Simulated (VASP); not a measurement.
Here is a VASP 6.6.1 calculation.

POSCAR

```
Zn
1.0
   -1.5690370000      1.5690370000      1.5690370000
    1.5690370000     -1.5690370000      1.5690370000
    1.5690370000      1.5690370000     -1.5690370000
Zn
1
Direct
    0.0000000000      0.0000000000      0.0000000000
```

File INCAR.step1:

```
PREC     = Accurate       # precision mode
ENCUT    = 550            # plane-wave cutoff, eV
ISMEAR   = -1             # smearing method
SIGMA    = 0.05           # smearing width, eV
LREAL    = False          # projectors in reciprocal space
LASPH    = True           # aspherical terms in the spheres
NELM     = 120            # most SCF steps
NBANDS   = 12             # bands
GGA      = PE             # functional
ALGO     = Normal         # electronic algorithm
EDIFF    = 1E-5           # SCF threshold, eV
LWAVE    = True           # write WAVECAR
LCHARG   = False          # write CHGCAR
GGA_COMPAT= False
```

The input INCAR.step2:

```
PREC     = Accurate       # precision mode
ENCUT    = 550            # plane-wave cutoff, eV
EDIFF    = 1E-6           # SCF threshold, eV
ISMEAR   = -1             # smearing method
SIGMA    = 0.05           # smearing width, eV
LREAL    = False          # projectors in reciprocal space
LASPH    = True           # aspherical terms in the spheres
NELM     = 120            # most SCF steps
ALGO     = Normal         # electronic algorithm
ISIF     = 2              # what is computed and relaxed
LWAVE    = False          # write WAVECAR
LCHARG   = False          # write CHGCAR
METAGGA  = R2SCAN         # meta-GGA
LMIXTAU  = True         
IVDW     = 13             # dispersion correction
VDW_S6   = 1.0          
VDW_S8   = 0.6018749    
VDW_A1   = 0.51559235   
VDW_A2   = 5.77342911   
NBANDS   = 12             # bands
ISTART   = 1            
GGA_COMPAT= False
```

KPOINTS

```
Automatic mesh
0
Gamma
  12 12 12
```

Potentials or basis: VASP PAW PBE potentials, release 64 (Zn).

The run is started by

```bash
$ cat potpaw_PBE.64/Zn/POTCAR > POTCAR
$ cp INCAR.step1 INCAR
$ mpirun -np 1 vasp_std > vasp.out
$ cp INCAR.step2 INCAR
$ mpirun -np 1 vasp_std > vasp.out
```

**Question.** What does it give for the pressure?

**Answer.** -5.9 GPa.

**Question.** Predict the dispersion energy per atom.

**Answer.** -0.113 eV.

Caveat: the cell stands under tension; the PAW data sets were made with another functional, which shifts forces and pressure a little.
